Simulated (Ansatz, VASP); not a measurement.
## Sb in VASP and in Ansatz

The input INCAR:

```
SYSTEM = Sb
ALGO = Normal
EDIFF = 1E-7
EDIFFG = -0.01
ENCUT = 600
GGA = PS
IBRION = 2
ISIF = 3
ISMEAR = 0
LASPH = .TRUE.
LCHARG = .FALSE.
LREAL = .FALSE.
LWAVE = .FALSE.
NELM = 80
NSW = 80
PREC = Accurate
SIGMA = 0.1
```

KPOINTS

```
k-points
0
G
  12 12 8
  0 0 0
```

POSCAR

```
Sb
1.0
    3.2926307044      0.0000000000      0.0000000000
   -1.6463153522      2.8515018353      0.0000000000
    0.0000000000      0.0000000000      5.5545680823
Sb
2
Direct
    0.3333333333      0.6666666667      0.2500000000
    0.6666666667      0.3333333333      0.7500000000
```

Input for Ansatz:

```yaml
crystal:
  lattice:
    - [3.2926307044, 0.0, 0.0]
    - [-1.6463153522, 2.8515018353, 0.0]
    - [0.0, 0.0, 5.5545680823]
  atoms:
    - { symbol: Sb, position: [0.3333333333, 0.6666666667, 0.25] }
    - { symbol: Sb, position: [0.6666666667, 0.3333333333, 0.75] }
basis:
  ecutwfc: 420
kpoints:
  mp_grid: { grid: [12, 12, 8] }
hamiltonian:
  xc: pbesol
scf:
  occupations: { method: gaussian, width: 0.1 }
output:
  forces: true
  stress: true
  eigenvalues: true
relax:
  adjacent_minimum: "off"
  f_tol: 0.01
  max_steps: 60
  cell: { stress_tol: 0.1 }
```

Alike in both runs: task relaxation of cell and atoms; functional PBEsol; k mesh 12 × 12 × 8; occupations gaussian, width 0.1 eV; no spin polarisation.

```csv
,VASP,Ansatz
version,VASP 6.6.1,Ansatz 0.2.0
potentials or method,"VASP PAW PBE potentials, release 64 (Sb), cutoff 600 eV","scalar-relativistic, plane waves, PAW"
valence electrons in the cell,10,30
```

|  | VASP | Ansatz | Ansatz less VASP |
| --- | --- | --- | --- |
| gap on the k mesh at the Fermi level, each at its own relaxed structure (eV) | none | none | - |
| relaxed volume (Å³/atom) | 26.13 | 26.13 | +0.004 |
| relaxed cell length with the largest relative difference (Å) | 5.467 | 5.468 | +0.0009 |

VASP's potentials were made for PBE, not for PBEsol. A gap of «none» marks a metal or a gap that the smearing closes. VASP's potentials hold 10 valence electrons a cell and Ansatz's 30, so a difference there can come from the potentials and not from the codes.

Spin-orbit coupling is off throughout.
